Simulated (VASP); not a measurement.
# Os (Pm-3m) in VASP: a series of runs, part 2 of 2

VASP 6.6.1. The steps go on from the part before.

**3. Single point, RPBE**

This run uses another cell than the first one, of 16.94 Å³/atom, 1.042 times its volume.

INCAR reads:

```
PREC = Accurate
ENCUT = 520
EDIFF = 1E-7
ISMEAR = -1
SIGMA = 0.1
LREAL = False
LASPH = True
NELM = 60
ALGO = Normal
ISIF = 2
LWAVE = False
LCHARG = False
GGA = RP
NBANDS = 10
```

KPOINTS reads:

```
regular mesh
0
Gamma
  14 14 14
```

POSCAR reads:

```
Os
1.0
    2.5683813790      0.0000000000      0.0000000000
    0.0000000000      2.5683813790      0.0000000000
    0.0000000000      0.0000000000      2.5683813790
Os
1
Direct
    0.0000000000      0.0000000000      0.0000000000
```

Potentials or basis: VASP PAW PBE potentials, release 64 (Os).

On the command line:

```console
cat potpaw_PBE.64/Os/POTCAR > POTCAR
mpirun -np 1 vasp_std > vasp.out
```

OUTCAR:

```text
PREC = Accurate
   ENCUT = 520
   EDIFF = 1E-7
   ISMEAR = -1
   LREAL = False
   LASPH = True
   NELM = 60
   ISIF = 2
   GGA = RP

 ion  position               nearest neighbor table
   1  0.000  0.000  0.000-

  LATTYP: Found a simple cubic cell.
 ALAT       =     2.5683813790

  Lattice vectors:

 A1 = (   2.5683813790,   0.0000000000,   0.0000000000)
 A2 = (   0.0000000000,   2.5683813790,   0.0000000000)
 A3 = (   0.0000000000,   0.0000000000,   2.5683813790)

Analysis of symmetry for initial positions (statically):
=====================================================================
 Subroutine PRICEL returns:
 Original cell was already a primitive cell.

 Routine SETGRP: Setting up the symmetry group for a
 simple cubic supercell.

 Subroutine GETGRP returns: Found 48 space group operations
[... 9 lines left out ...]

 Routine SETGRP: Setting up the symmetry group for a
 simple cubic supercell.

 Subroutine GETGRP returns: Found 48 space group operations
[... 11 lines left out ...]
                                     Primitive cell

  volume of cell :      16.9425

  direct lattice vectors                    reciprocal lattice vectors
     2.568381379  0.000000000  0.000000000     0.389350276  0.000000000  0.000000000
     0.000000000  2.568381379  0.000000000     0.000000000  0.389350276  0.000000000
     0.000000000  0.000000000  2.568381379     0.000000000  0.000000000  0.389350276

  length of vectors
     2.568381379  2.568381379  2.568381379     0.389350276  0.389350276  0.389350276

  position of ions in fractional coordinates (direct lattice)
     0.000000000  0.000000000  0.000000000

  ion indices of the primitive-cell ions
   primitive index   ion index
                 1           1

----------------------------------------------------------------------------------------

 KPOINTS: regular mesh

Automatic generation of k-mesh.
 Grid dimensions read from file:
 generate k-points for:   14   14   14

 Generating k-lattice:

  Cartesian coordinates                     Fractional coordinates (reciprocal lattice)
     0.027810734  0.000000000  0.000000000     0.071428571  0.000000000  0.000000000
     0.000000000  0.027810734  0.000000000     0.000000000  0.071428571  0.000000000
     0.000000000  0.000000000  0.027810734     0.000000000  0.000000000  0.071428571

  Length of vectors
     0.027810734  0.027810734  0.027810734

  Shift w.r.t. Gamma in fractional coordinates (k-lattice)
     0.000000000  0.000000000  0.000000000

 Subroutine IBZKPT returns following result:
 ===========================================

 Found    120 irreducible k-points:

 Following reciprocal coordinates:
            Coordinates               Weight
  0.000000  0.000000  0.000000      1.000000
  0.071429  0.000000  0.000000      6.000000
  0.142857  0.000000  0.000000      6.000000
  0.214286  0.000000  0.000000      6.000000
  0.285714  0.000000  0.000000      6.000000
  0.357143  0.000000  0.000000      6.000000
[... 16 lines left out ...]
  0.285714  0.214286  0.000000     24.000000
  0.357143  0.214286  0.000000     24.000000
 [... further k-points ...]
   k-points           NKPTS =    120   k-points in BZ     NKDIM =    120   number of bands    NBANDS=     10
   number of dos      NEDOS =    301   number of ions     NIONS =      1
   total plane-waves  NPLWV =   8000
   dimension x,y,z NGX =    20 NGY =   20 NGZ =   20
   dimension x,y,z NGXF=    40 NGYF=   40 NGZF=   40
   ions per type =               1
   NGX,Y,Z   is equivalent  to a cutoff of  12.95, 12.95, 12.95 a.u.
   NGXF,Y,Z  is equivalent  to a cutoff of  25.89, 25.89, 25.89 a.u.
 SYSTEM =  unknown system
   PREC   = accura    normal or accurate (medium, high low for compatibility)
   ISTART =      0    job   : 0-new  1-cont  2-samecut
   ICHARG =      2    charge: 1-file 2-atom 10-const
   ISPIN  =      1    spin polarized calculation?
   LNONCOLLINEAR =      F non collinear calculations
   LSORBIT =      F    spin-orbit coupling
   LASPH  =      T    aspherical Exc in radial PAW
   ENCUT  =  520.0 eV  38.22 Ry    6.18 a.u.   4.78  4.78  4.78*2*pi/ulx,y,z
   NELM   =     60;   NELMIN=  2; NELMDL= -5     # of ELM steps
   EDIFF  = 0.1E-06   stopping-criterion for ELM
   LREAL  =      F    real-space projection
   EDIFFG = 0.1E-05   stopping-criterion for IOM
   NSW    =      0    number of steps for IOM
   IBRION =     -1    ionic relax: 0-MD 1-quasi-New 2-CG
   NFREE  =      0    steps in history (QN), initial steepest desc. (CG)
   ISIF   =      2    stress and relaxation
   ISYM   =      2    0-nonsym 1-usesym 2-fastsym
   POTIM  = 0.5000    time-step for ionic-motion
   TEBEG  =    0.0;   TEEND  =   0.0 temperature during run
   PSTRESS=    0.0 pullay stress
   NELECT =       8.0000    total number of electrons
   NUPDOWN=      -1.0000    fix difference up-down
   EMIN   =  10.00;   EMAX   =-10.00  energy-range for DOS
   EFERMI =   0.00;   METHOD = LEGACY
   ISMEAR =    -1;   SIGMA  =   0.10  broadening in eV -4-tet -1-fermi 0-gaus
   EFERMI_NEDOS =   21; number of points for ismear=-14 and -15
   IALGO  =     38    algorithm
   IMIX   =      4    mixing-type and parameters
     AMIX     =   0.40;   BMIX     =  1.00
     AMIX_MAG =   1.60;   BMIX_MAG =  1.00
  volume/ion in A,a.u.               =      16.94       114.33
  Fermi-wavevector in a.u.,A,eV,Ry     =   1.274810  2.409041 22.111364  1.625139
  Thomas-Fermi vector in A             =   2.407557
   LORBIT       =      0    0 simple, 1 ext, 2 COOP (PROOUT), +10 PAW based schemes
   GGA     = RP    functional components
   LHFCALC =     F    Hartree Fock is set to
   AEXX    =    0.0000 exact exchange contribution
   IVDW    =     0    specifies the selected vdW correction
   LEPSILON=     F    determine dielectric tensor
   LRPA    =     F    only Hartree local field effects (RPA)
 non-spin polarized calculation
  energy-cutoff  :      520.00
  volume of cell :       16.94
 maximum number of plane-waves:       480
 NGX is ok and might be reduce to    20
   NGX =  9   NGY =  9   NGZ =  9

 number of electron       7.9999999 magnetization

 Free energy of the ion-electron system (eV)
  ---------------------------------------------------
  ext. energy  EPLUGINS =         0.00000000
  ---------------------------------------------------
  free energy    TOTEN  =        -9.13144775 eV

  energy without entropy =       -9.07706847  energy(sigma->0) =       -9.10425811

 E-fermi :   7.0670     XC(G=0): -12.7541

 val. band max:        7.0529922982   @ k =   0.3571   0.0714   0.0714
 cond. band min:       7.0875801518   @ k =   0.2857   0.0714   0.0714
 fundamental gap:      0.0345878536
 Fermi energy:         7.0669521521

 k-point     1 :       0.0000    0.0000    0.0000
  band No.  band energies     occupation
      1      -2.2365      2.00000
      2       1.2612      2.00000
      3       1.2612      2.00000
      4       9.2802      0.00000
      5       9.2802      0.00000
      6       9.2802      0.00000
      7      22.4703      0.00000
      8      22.4703      0.00000
      9      22.4703      0.00000
     10      28.4465      0.00000

 k-point     2 :       0.0714    0.0000    0.0000
  band No.  band energies     occupation
      1      -2.0735      2.00000
      2       1.2982      2.00000
      3       1.4266      2.00000
      4       9.0730      0.00000
      5       9.0730      0.00000
      6       9.2957      0.00000
      7      21.4792      0.00000
      8      22.7953      0.00000
      9      22.7953      0.00000
     10      29.1334      0.00000

 k-point     3 :       0.1429    0.0000    0.0000
  band No.  band energies     occupation
      1      -1.6251      2.00000
      2       1.4037      2.00000
      3       1.9278      2.00000
      4       8.5349      0.00000
      5       8.5349      0.00000
      6       9.3394      0.00000
      7      19.5563      0.00000
      8      23.6747      0.00000
      9      23.6747      0.00000
     10      28.2773      0.00000
[... 248 lines left out ...]
 k-point    23 :       0.2857    0.2143    0.0000
  band No.  band energies     occupation
      1       0.7637      2.00000
      2       2.7097      2.00000
      3       4.2408      2.00000
      4       6.2232      1.99957
      5       7.3439      0.11798
      6       8.1672      0.00003
      7      17.5565      0.00000
      8      20.6354      0.00000
      9      26.0664      0.00000
     10      28.9038      0.00000

 k-point    24 :       0.3571    0.2143    0.0000
  band No.  band energies     occupation
      1       1.2790      2.00000
      2       2.7898      2.00000
      3       4.2768      2.00000
      4       6.8214      1.84194
      5       7.2110      0.38283
      6       8.2474      0.00001
      7      15.9012      0.00000
      8      21.7157      0.00000
      9      25.2580      0.00000
     10      29.6502      0.00000

 [... further k-points ...]
[... 5 lines left out ...]
  --------------------------------------------------------------------------------------
  -------------------------------------------------------------------------------------
  Total       -0.0075475     -0.0075475     -0.0075475     -0.0000000      0.0000000      0.0000000
  in kB       -0.7137310     -0.7137310     -0.7137310     -0.0000000      0.0000000      0.0000000
  external PRESSURE =      -0.7137310 kB  Pullay stress =       0.0000000 kB

 VOLUME and BASIS-vectors are now :
 -----------------------------------------------------------------------------
  energy-cutoff  :      520.00
  volume of cell :       16.94
      direct lattice vectors                 reciprocal lattice vectors
     2.568381379  0.000000000  0.000000000     0.389350276  0.000000000  0.000000000
     0.000000000  2.568381379  0.000000000     0.000000000  0.389350276  0.000000000
     0.000000000  0.000000000  2.568381379     0.000000000  0.000000000  0.389350276

 POSITION                                       TOTAL-FORCE (eV/Angst)
 -----------------------------------------------------------------------------------
      0.00000      0.00000      0.00000         0.000000      0.000000      0.000000
 -----------------------------------------------------------------------------------
    total drift:                                0.000000      0.000000      0.000000

  FREE ENERGIE OF THE ION-ELECTRON SYSTEM (eV)
  ---------------------------------------------------
  free  energy   TOTEN  =        -9.1314477460 eV

  energy  without entropy=       -9.0770684720  energy(sigma->0) =       -9.10425811
```

stdout:

```text
POSCAR found type information on POSCAR Os
 POSCAR found :  1 types and       1 ions
 scaLAPACK will be used
 -----------------------------------------------------------------------------
|                                                                             |
|                                                                             |
|     You enforced a specific xc type in the INCAR file but a different       |
|     I HOPE YOU KNOW WHAT YOU ARE DOING!                                     |
|                                                                             |
 -----------------------------------------------------------------------------

 LDA part: xc-table for (Slater+PW92), standard interpolation
 POSCAR, INCAR and KPOINTS ok, starting setup
 FFT: planning ... GRIDC
 FFT: planning ... GRID_SOFT
 FFT: planning ... GRID
 WAVECAR not read
 entering main loop
```

It took 28 s on 1 thread of Intel Xeon 8259CL, shared host; peak memory 0.14 GiB.

Results:

* Free energy: -9.1314 eV
* Pressure: -0.1 GPa
* Band gap on the k mesh: zero (band 4 reaches 11.84 eV, above the bottom of band 5 at 6.13 eV)

Levels at points of the mesh, in eV from the Fermi level:
```tsv
k point	band 1	band 2	band 3	band 4	band 5	band 6	band 7	band 8
(0.00, 0.00, 0.00)	-9.30	-5.81	-5.81	2.21	2.21	2.21	15.40	15.40
(0.50, 0.00, 0.00)	-6.12	-4.99	-1.10	-0.93	-0.93	2.53	6.96	15.65
(0.50, 0.50, 0.00)	-6.49	-4.43	-0.33	-0.33	4.46	4.46	4.55	12.44
(0.50, 0.50, 0.50)	-5.09	-5.09	-5.09	4.77	4.77	8.53	11.04	11.04
```

Caveat: the PAW data sets were made with another functional, which shifts forces and pressure a little; spin-orbit coupling is left out, which moves the levels of the heavy elements.

**4. Single point, RPBE (volume scaled by 1.04)**

INCAR reads:

```
ALGO     = Normal         # electronic algorithm
EDIFF    = 1E-6           # SCF threshold, eV
ENCUT    = 520            # plane-wave cutoff, eV
GGA      = RP             # functional
ISIF     = 2              # what is computed and relaxed
ISMEAR   = -1             # smearing method
LASPH    = T              # aspherical terms in the spheres
LCHARG   = F              # write CHGCAR
LREAL    = F              # projectors in reciprocal space
LWAVE    = F              # write WAVECAR
NBANDS   = 10             # bands
NELM     = 100            # most SCF steps
PREC     = Accurate       # precision mode
SIGMA    = 0.1            # smearing width, eV
```

KPOINTS reads:

```
k-points
0
Gamma
  14 14 14
```

POSCAR reads:

```
Os
1.0
    2.6021797467      0.0000000000      0.0000000000
    0.0000000000      2.6021797467      0.0000000000
    0.0000000000      0.0000000000      2.6021797467
Os
1
Direct
    0.0000000000      0.0000000000      0.0000000000
```

On the command line:

```console
cat potpaw_PBE.64/Os/POTCAR > POTCAR
mpirun -np 1 vasp_std > vasp.out
```

It took 26 s on 1 thread of Intel Xeon 8259CL, shared host; peak memory 0.14 GiB.

Results (log left out):

- Free energy: -9.1111 eV
- Pressure: -9.4 GPa
- Band gap on the k mesh: zero (band 4 reaches 11.04 eV, above the bottom of band 5 at 5.69 eV)

Levels at points of the mesh, in eV from the Fermi level:
| k point | band 1 | band 2 | band 3 | band 4 | band 5 | band 6 | band 7 | band 8 | band 9 |
| --- | --- | --- | --- | --- | --- | --- | --- | --- | --- |
| (0.00, 0.00, 0.00) | -8.98 | -5.50 | -5.50 | 2.07 | 2.07 | 2.07 | 15.13 | 15.13 | 15.13 |
| (0.50, 0.00, 0.00) | -5.89 | -4.73 | -0.99 | -0.87 | -0.87 | 2.37 | 6.57 | 15.60 | 19.54 |
| (0.50, 0.50, 0.00) | -6.11 | -4.23 | -0.30 | -0.30 | 4.27 | 4.38 | 4.38 | 11.79 | 14.13 |
| (0.50, 0.50, 0.50) | -4.79 | -4.79 | -4.79 | 4.48 | 4.48 | 8.67 | 10.64 | 10.64 | 10.64 |

Caveat: the cell differs from its parent crystal (volume scaled by 1.04); the PAW data sets were made with another functional, which shifts forces and pressure a little; spin-orbit coupling is left out, which moves the levels of the heavy elements.

**5. Summary**

```csv
cell,gap on the mesh (eV),pressure (GPa)
"a = 2.534 Å, 1 atom",none,11.7
"a = 2.568 Å, 1 atom",none,-0.1
"a = 2.602 Å, 1 atom",none,-9.4
```

Alike in all rows: task single point; level RPBE; potentials or basis VASP PAW PBE potentials, release 64 (Os); no spin polarisation; k mesh 14 × 14 × 14; cutoff (eV) 520; smearing fermi-dirac 0.1 eV.

Caveats: the PAW data sets were made with another functional, which shifts forces and pressure a little; spin-orbit coupling is left out, which moves the levels of the heavy elements.

Absolute energies hang on the potentials; compare differences alone.
